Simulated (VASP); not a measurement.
Wanted: the native input for a VASP 6.6.1 run.

| Quantity | Value |
| --- | --- |
| Task | single point |
| Functional | PBE |
| Potentials or basis | VASP PAW PBE potentials, release 64 (Se) |
| Cutoff | 520 eV |
| k mesh | 2 × 2 × 1 |
| Occupations | fermi-dirac, width 0.05 eV |
| Spin | no spin polarisation |
| Dipole correction | no |
| Further INCAR settings | ALGO = Normal; EDIFF = 1e-06; NBANDS = 16 |

The structure of Se lies in POSCAR:

```
Se
1.0
    4.5203796332      0.0000000000      0.0000000000
   -2.2601898166      3.9147635971      0.0000000000
    0.0000000000      0.0000000000      5.0453124951
Se
3
Direct
    0.2189274285      0.0000000000      0.3333333333
    1.0000000000      0.2189274285      0.6666666667
    0.7810725715      0.7810725715      0.0000000000
```

One way to write it, as run:

INCAR

```
PREC     = Accurate       # precision mode
ENCUT    = 520            # plane-wave cutoff, eV
EDIFF    = 1E-6           # SCF threshold, eV
ISMEAR   = -1             # smearing method
SIGMA    = 0.05           # smearing width, eV
LREAL    = False          # projectors in reciprocal space
LASPH    = True           # aspherical terms in the spheres
NELM     = 80             # most SCF steps
ALGO     = Normal         # electronic algorithm
ISIF     = 2              # what is computed and relaxed
LWAVE    = False          # write WAVECAR
LCHARG   = False          # write CHGCAR
GGA      = PE             # functional
NBANDS   = 16             # bands
```

KPOINTS

```
regular mesh
0
Gamma
  2 2 1
```

Potentials or basis: VASP PAW PBE potentials, release 64 (Se).

Command:

```sh
$ cat potpaw_PBE.64/Se/POTCAR > POTCAR
$ mpirun -np 1 vasp_std > vasp.out
```

Results of the run:

```json
{
 "Pressure": "-2.1 GPa",
 "Largest force": "1.601 eV/Å",
 "Band gap on the k mesh": "2.27 eV, direct"
}
```

Caveat: the k points lie up to 1.25 Å⁻¹ apart; forces of over 1 eV/Å act on the atoms, so gaps and moduli don't describe the material at rest.

Run time: 18 s on 1 thread of AMD EPYC 7R13, with other jobs on the host, peak memory 0.17 GiB.
